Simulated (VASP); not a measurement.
## C: single point with LDA

The system is C.

```
C
1.0
    -2.41055    2.41030    2.41021
     2.41059   -2.41032    2.41028
     2.41059    2.41036   -2.41024
C
8
Direct
  0.32549 0.00002 0.00002
  0.67451 0.67453 0.67453
  0.00001 0.32547 0.99999
  0.99999 0.99998 0.32546
  0.99999 0.67453 0.00001
  0.32548 0.32547 0.32547
  0.67451 0.99998 0.99998
  0.00001 0.00002 0.67454
```

| Item | Value |
| --- | --- |
| Program | VASP 6.6.1 |
| Task | single point |
| Functional | LDA |
| Potentials or basis | VASP PAW LDA potentials, release 64 (C) |
| Cutoff | 600 eV |
| k mesh | 6 × 6 × 6 |
| Occupations | gaussian, width 0.05 eV |
| Spin | no spin polarisation |

```
Pressure               : 0.6 GPa
Largest force          : 0.043 eV/Å
Band gap on the k mesh : 2.90 eV (least direct gap 3.82 eV)
```

Forces on the atoms (eV/Å):
```
C   -0.023  0.023  0.023
C   -0.024 -0.024 -0.023
C    0.024 -0.024  0.024
C    0.024  0.024 -0.024
C   -0.025  0.024 -0.023
C    0.024  0.025  0.025
C    0.024 -0.023 -0.024
C   -0.024 -0.025  0.024
```

Levels at points of the mesh, in eV from the valence-band top:
```
           k point  band 12  band 13  band 14  band 15  band 16  band 17  band 18  band 19  band 20  band 21
(0.00, 0.00, 0.00)    -5.35    -5.35    -0.34    -0.34    -0.33     4.09     4.09     4.09     7.85     8.61
(0.50, 0.00, 0.00)    -4.57    -3.16    -3.09    -2.36    -2.17     3.87     5.51     5.82     6.41     7.08
(0.00, 0.50, 0.50)    -4.57    -3.16    -3.09    -2.36    -2.17     3.87     5.51     5.82     6.41     7.08
(0.00, 0.50, 0.00)    -4.57    -3.16    -3.09    -2.37    -2.17     3.87     5.51     5.82     6.42     7.08
(0.50, 0.00, 0.50)    -4.57    -3.16    -3.09    -2.36    -2.17     3.87     5.51     5.82     6.42     7.08
(0.50, 0.50, 0.00)    -4.57    -3.16    -3.09    -2.36    -2.17     3.87     5.51     5.82     6.42     7.08
(0.00, 0.00, 0.50)    -4.57    -3.16    -3.09    -2.37    -2.17     3.87     5.51     5.82     6.42     7.08
(0.50, 0.50, 0.50)    -6.11    -6.11     0.00     0.00     0.00     3.82     5.88     5.88     5.88     8.48
```

Run time: 3.7 min on 1 thread of Oxide Virtual Turin-like Processor, on a shared host, peak memory 0.22 GiB.

A k mesh can miss the band edges.
